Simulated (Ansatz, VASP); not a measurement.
Ti in VASP and in Ansatz

```xyz
1
Lattice="0.0000 2.0300 2.0300 2.0300 0.0000 2.0300 2.0300 2.0300 0.0000" Properties=species:S:1:pos:R:3 pbc="T T T"
Ti    0.0000    0.0000    0.0000
```

Alike in both runs: task relaxation of cell and atoms; functional RPBE; dispersion D3(BJ); k mesh 11 × 11 × 11; occupations fermi-dirac, width 0.05 eV; no spin polarisation.

```csv
,VASP,Ansatz
version,VASP 6.6.1,Ansatz 0.2.0
potentials or method,"VASP PAW PBE potentials, release 64 (Ti_sv)",Ansatz PAW
plane-wave cutoff (eV),600,420
valence electrons in the cell,12,12
```

|  | VASP | Ansatz | Ansatz less VASP |
| --- | --- | --- | --- |
| gap on the k mesh at the Fermi level, each at its own relaxed structure (eV) | none | none | - |
| relaxed volume (Å³/atom) | 12.77 | 12.87 | +0.097 |
| relaxed cell length with the largest relative difference (Å) | 2.624 | 2.630 | +0.0066 |

VASP's potentials were made for PBE, not for RPBE. A gap of «none» marks a metal or a gap that the smearing closes.

Noted on VASP's run: the volume moved by over 15 % at a fixed basis, so the end points are rough. Noted on Ansatz's run: the volume moved by over 15 % at a fixed basis, so the end points are rough; the plane-wave basis is chosen anew once the cell has moved, so the energies of steps on either side of that aren't comparable.
